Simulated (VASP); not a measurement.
# Ga (C2/m) in VASP: single point with PBE

Aim: the single point of Ga with PBE.

Everything below comes from runs of VASP 6.6.1. Logs are shortened: lines on timing, memory, paths and dates and some standing lists are left out, and cuts for length are marked.

**1. The cell of the first run**

It takes space group C2/m (No. 12, monoclinic). The conventional cell has a = 8.130 Å, b = 2.900 Å, c = 3.170 Å, α = 90.00°, β = 90.00°, γ = 90.00°. Within 3.5 Å of Ga (site symmetry m) lie 10 Ga at 2.63 to 3.17 Å.

**2. Single point, PBE (atom 1 (Ga) moved by [0.0, 0.0, 0.08] A)**

INCAR reads:

```
SYSTEM = Ga
PREC = Accurate
ENCUT = 520
EDIFF = 1E-6
ISMEAR = -1
SIGMA = 0.05
LREAL = .FALSE.
LASPH = .TRUE.
NELM = 80
ALGO = Normal
ISIF = 2
LWAVE = .FALSE.
LCHARG = .FALSE.
GGA = PE
NBANDS = 20
```

KPOINTS reads:

```
Automatic mesh
0
G
  15 15 13
  0 0 0
```

POSCAR reads:

```
Ga
1.0
    1.4500000000     -4.0650000000      0.0000000000
    1.4500000000      4.0650000000      0.0000000000
    0.0000000000      0.0000000000      3.1700000000
Ga
2
Direct
    0.8670000000      0.1330000000      0.2752365931
    0.1330000000      0.8670000000      0.7500000000
```

Potentials or basis: VASP PAW PBE potentials, release 64 (Ga_d).

The run is started by

```console
> cat potpaw_PBE.64/Ga_d/POTCAR > POTCAR
> mpirun -np 1 vasp_std > vasp.out
```

OUTCAR:

```text
SYSTEM = Ga
   PREC = Accurate
   ENCUT = 520
   EDIFF = 1E-6
   ISMEAR = -1
   LREAL = .FALSE.
   LASPH = .TRUE.
   NELM = 80
   ISIF = 2
   GGA = PE

 ion  position               nearest neighbor table
   1  0.867  0.133  0.275-   2 2.63   2 2.73   2 2.83   2 2.83   2 2.91   2 2.91
   2  0.133  0.867  0.750-   1 2.63   1 2.73   1 2.83   1 2.83   1 2.91   1 2.91

  LATTYP: Found a base centered orthorhombic cell.
 ALAT       =     2.9000000000
 B/A-ratio  =     2.8034482759
 C/A-ratio  =     1.0931034483

  Lattice vectors:

 A1 = (   1.4500000000,  -4.0650000000,   0.0000000000)
 A2 = (   1.4500000000,   4.0650000000,   0.0000000000)
 A3 = (   0.0000000000,   0.0000000000,   3.1700000000)

Analysis of symmetry for initial positions (statically):
=====================================================================
 Subroutine PRICEL returns:
 Original cell was already a primitive cell.

 Routine SETGRP: Setting up the symmetry group for a
 base centered orthorhombic supercell.

 Subroutine GETGRP returns: Found  4 space group operations
 (whereof  2 operations were pure point group operations)
 out of a pool of  8 trial point group operations.

The static configuration has the point symmetry C_1h.
 The point group associated with its full space group is C_2h.

Analysis of symmetry for dynamics (positions and initial velocities):
=====================================================================
 Subroutine PRICEL returns:
 Original cell was already a primitive cell.

 Routine SETGRP: Setting up the symmetry group for a
 base centered orthorhombic supercell.

 Subroutine GETGRP returns: Found  4 space group operations
 (whereof  2 operations were pure point group operations)
 out of a pool of  8 trial point group operations.

The dynamic configuration has the point symmetry C_1h.
 The point group associated with its full space group is C_2h.

 Subroutine INISYM returns: Found  4 space group operations
 (whereof  2 operations are pure point group operations),
 and found     1 'primitive' translations

----------------------------------------------------------------------------------------

                                     Primitive cell

  volume of cell :      37.3695

  direct lattice vectors                    reciprocal lattice vectors
     1.450000000 -4.065000000  0.000000000     0.344827586 -0.123001230  0.000000000
     1.450000000  4.065000000  0.000000000     0.344827586  0.123001230  0.000000000
     0.000000000  0.000000000  3.170000000     0.000000000  0.000000000  0.315457413

  length of vectors
     4.315868974  4.315868974  3.170000000     0.366108409  0.366108409  0.315457413

  position of ions in fractional coordinates (direct lattice)
     0.867000000  0.133000000  0.275236593
     0.133000000  0.867000000  0.750000000

  ion indices of the primitive-cell ions
   primitive index   ion index
                 1           1
                 2           2

----------------------------------------------------------------------------------------

 KPOINTS: Automatic mesh

Automatic generation of k-mesh.
 Grid dimensions read from file:
 generate k-points for:   15   15   13

 Generating k-lattice:

  Cartesian coordinates                     Fractional coordinates (reciprocal lattice)
     0.022988506 -0.008200082  0.000000000     0.066666667  0.000000000  0.000000000
     0.022988506  0.008200082  0.000000000     0.000000000  0.066666667  0.000000000
     0.000000000  0.000000000  0.024265955     0.000000000  0.000000000  0.076923077

  Length of vectors
     0.024407227  0.024407227  0.024265955

  Shift w.r.t. Gamma in fractional coordinates (k-lattice)
     0.000000000  0.000000000  0.000000000

 Subroutine IBZKPT returns following result:
 ===========================================

 Found    784 irreducible k-points:

 Following reciprocal coordinates:
            Coordinates               Weight
  0.000000  0.000000  0.000000      1.000000
  0.066667  0.000000  0.000000      4.000000
  0.133333  0.000000  0.000000      4.000000
  0.200000  0.000000  0.000000      4.000000
  0.266667  0.000000  0.000000      4.000000
  0.333333  0.000000  0.000000      4.000000
[... 16 lines left out ...]
  0.133333  0.133333  0.000000      2.000000
  0.200000  0.133333  0.000000      4.000000
 [... further k-points ...]
   k-points           NKPTS =    784   k-points in BZ     NKDIM =    784   number of bands    NBANDS=     20
   number of dos      NEDOS =    301   number of ions     NIONS =      2
   total plane-waves  NPLWV =  24576
   dimension x,y,z NGX =    32 NGY =   32 NGZ =   24
   dimension x,y,z NGXF=    64 NGYF=   64 NGZF=   48
   ions per type =               2
   NGX,Y,Z   is equivalent  to a cutoff of  12.33, 12.33, 12.59 a.u.
   NGXF,Y,Z  is equivalent  to a cutoff of  24.65, 24.65, 25.17 a.u.
 SYSTEM =  Ga
   PREC   = accura    normal or accurate (medium, high low for compatibility)
   ISTART =      0    job   : 0-new  1-cont  2-samecut
   ICHARG =      2    charge: 1-file 2-atom 10-const
   ISPIN  =      1    spin polarized calculation?
   LNONCOLLINEAR =      F non collinear calculations
   LSORBIT =      F    spin-orbit coupling
   LASPH  =      T    aspherical Exc in radial PAW
   ENCUT  =  520.0 eV  38.22 Ry    6.18 a.u.   8.02  8.02  5.89*2*pi/ulx,y,z
   NELM   =     80;   NELMIN=  2; NELMDL= -5     # of ELM steps
   EDIFF  = 0.1E-05   stopping-criterion for ELM
   LREAL  =      F    real-space projection
   EDIFFG = 0.1E-04   stopping-criterion for IOM
   NSW    =      0    number of steps for IOM
   IBRION =     -1    ionic relax: 0-MD 1-quasi-New 2-CG
   NFREE  =      0    steps in history (QN), initial steepest desc. (CG)
   ISIF   =      2    stress and relaxation
   ISYM   =      2    0-nonsym 1-usesym 2-fastsym
   POTIM  = 0.5000    time-step for ionic-motion
   TEBEG  =    0.0;   TEEND  =   0.0 temperature during run
   PSTRESS=    0.0 pullay stress
   NELECT =      26.0000    total number of electrons
   NUPDOWN=      -1.0000    fix difference up-down
   EMIN   =  10.00;   EMAX   =-10.00  energy-range for DOS
   EFERMI =   0.00;   METHOD = LEGACY
   ISMEAR =    -1;   SIGMA  =   0.05  broadening in eV -4-tet -1-fermi 0-gaus
   EFERMI_NEDOS =   21; number of points for ismear=-14 and -15
   IALGO  =     38    algorithm
   IMIX   =      4    mixing-type and parameters
     AMIX     =   0.40;   BMIX     =  1.00
     AMIX_MAG =   1.60;   BMIX_MAG =  1.00
  volume/ion in A,a.u.               =      18.68       126.09
  Fermi-wavevector in a.u.,A,eV,Ry     =   1.450641  2.741314 28.631555  2.104360
  Thomas-Fermi vector in A             =   2.568230
   LORBIT       =      0    0 simple, 1 ext, 2 COOP (PROOUT), +10 PAW based schemes
   GGA     = PE    functional components
   LHFCALC =     F    Hartree Fock is set to
   AEXX    =    0.0000 exact exchange contribution
   IVDW    =     0    specifies the selected vdW correction
   LEPSILON=     F    determine dielectric tensor
   LRPA    =     F    only Hartree local field effects (RPA)
 non-spin polarized calculation
  energy-cutoff  :      520.00
  volume of cell :       37.37
 maximum number of plane-waves:      1025
   NGX = 17   NGY = 17   NGZ = 11

 number of electron      26.0000005 magnetization

 Free energy of the ion-electron system (eV)
  ---------------------------------------------------
  ext. energy  EPLUGINS =         0.00000000
  ---------------------------------------------------
  free energy    TOTEN  =        -5.75644735 eV

  energy without entropy =       -5.74951407  energy(sigma->0) =       -5.75298071

 E-fermi :   5.6428     XC(G=0): -11.0185

 val. band max:        5.6256923286   @ k =  -0.4667  -0.2000   0.3846
 cond. band min:       5.6429720533   @ k =   0.0667   0.0000   0.3846
 fundamental gap:      0.0172797247
 Fermi energy:         5.6428090490

 k-point     1 :       0.0000    0.0000    0.0000
  band No.  band energies     occupation
      1      -9.5494      2.00000
      2      -9.5293      2.00000
      3      -9.4511      2.00000
      4      -9.4415      2.00000
      5      -9.2626      2.00000
      6      -9.2249      2.00000
[... 12 lines left out ...]
     19      16.9733      0.00000
     20      17.3898      0.00000

 k-point     2 :       0.0667    0.0000    0.0000
  band No.  band energies     occupation
      1      -9.5450      2.00000
      2      -9.5260      2.00000
      3      -9.4510      2.00000
      4      -9.4228      2.00000
      5      -9.2670      2.00000
      6      -9.2345      2.00000
[... 12 lines left out ...]
     19      17.1613      0.00000
     20      18.4735      0.00000

 k-point     3 :       0.1333    0.0000    0.0000
  band No.  band energies     occupation
      1      -9.5333      2.00000
      2      -9.5164      2.00000
      3      -9.4389      2.00000
      4      -9.3843      2.00000
      5      -9.2785      2.00000
      6      -9.2557      2.00000
[... 12 lines left out ...]
     19      17.8313      0.00000
     20      20.0734      0.00000

 k-point     4 :       0.2000    0.0000    0.0000
  band No.  band energies     occupation
      1      -9.5173      2.00000
      2      -9.5018      2.00000
      3      -9.4187      2.00000
      4      -9.3509      2.00000
      5      -9.2837      2.00000
      6      -9.2789      2.00000
[... 12 lines left out ...]
     19      17.9882      0.00000
     20      21.6692      0.00000

 k-point     5 :       0.2667    0.0000    0.0000
  band No.  band energies     occupation
      1      -9.5003      2.00000
      2      -9.4850      2.00000
      3      -9.3999      2.00000
      4      -9.3617      2.00000
      5      -9.3103      2.00000
      6      -9.2403      2.00000
[... 12 lines left out ...]
     19      18.0619      0.00000
     20      20.5156      0.00000
[... 353 lines left out ...]
      6      -9.2470      2.00000
[... 12 lines left out ...]
     19      16.9575      0.00000
     20      17.8776      0.00000

 k-point    22 :      -0.0667    0.0667    0.0000
  band No.  band energies     occupation
      1      -9.5471      2.00000
      2      -9.5252      2.00000
      3      -9.4695      2.00000
      4      -9.4205      2.00000
      5      -9.2700      2.00000
      6      -9.2360      2.00000
[... 12 lines left out ...]
     19      16.5996      0.00000
     20      17.2893      0.00000

 k-point    23 :       0.1333    0.1333    0.0000
  band No.  band energies     occupation
      1      -9.5054      2.00000
      2      -9.5029      2.00000
      3      -9.3930      2.00000
      4      -9.3383      2.00000
      5      -9.2850      2.00000
      6      -9.2825      2.00000
[... 12 lines left out ...]
     19      18.7404      0.00000
     20      21.2225      0.00000

 k-point    24 :       0.2000    0.1333    0.0000
  band No.  band energies     occupation
      1      -9.4971      2.00000
      2      -9.4835      2.00000
      3      -9.4094      2.00000
      4      -9.3402      2.00000
      5      -9.3007      2.00000
      6      -9.2769      2.00000
[... 12 lines left out ...]
     19      18.7295      0.00000
     20      20.2973      0.00000

 [... further k-points ...]
[... 5 lines left out ...]
  --------------------------------------------------------------------------------------
  -------------------------------------------------------------------------------------
  Total        0.0020695      0.5382990      0.5867989      0.0000000     -0.0509231      0.0000000
  in kB        0.0887271     23.0789668     25.1583450      0.0000000     -2.1832691      0.0000000
  external PRESSURE =      16.1086796 kB  Pullay stress =       0.0000000 kB

 VOLUME and BASIS-vectors are now :
 -----------------------------------------------------------------------------
  energy-cutoff  :      520.00
  volume of cell :       37.37
      direct lattice vectors                 reciprocal lattice vectors
     1.450000000 -4.065000000  0.000000000     0.344827586 -0.123001230  0.000000000
     1.450000000  4.065000000  0.000000000     0.344827586  0.123001230  0.000000000
     0.000000000  0.000000000  3.170000000     0.000000000  0.000000000  0.315457413

 POSITION                                       TOTAL-FORCE (eV/Angst)
 -----------------------------------------------------------------------------------
      1.45000     -2.98371      0.87250         0.000000      0.205301     -0.132923
      1.45000      2.98371      2.37750         0.000000     -0.205301      0.132923
 -----------------------------------------------------------------------------------
    total drift:                                0.000000      0.000002     -0.000237

  FREE ENERGIE OF THE ION-ELECTRON SYSTEM (eV)
  ---------------------------------------------------
  free  energy   TOTEN  =        -5.7564473487 eV

  energy  without entropy=       -5.7495140731  energy(sigma->0) =       -5.75298071
```

Run time: 3.9 min. Hardware: 1 thread of Intel Xeon Platinum 8259CL at 2.50GHz (Skylake/Cascade Lake), shared host; peak memory 0.54 GiB.

What came out:

```yaml
Free_energy: -5.7564 eV
Pressure: 1.6 GPa
Largest_force: 0.245 eV/Å
Band_gap_on_the_k_mesh: zero (band 13 reaches 10.66 eV, above the bottom of band 14 at 1.96 eV)
```

Forces in eV/Å, atoms in the order of the input:
```
Ga   0.000  0.205 -0.133
Ga   0.000 -0.205  0.133
```

Caveat: the cell differs from its parent crystal (atom 1 (Ga) moved by [0.0, 0.0, 0.08] A).
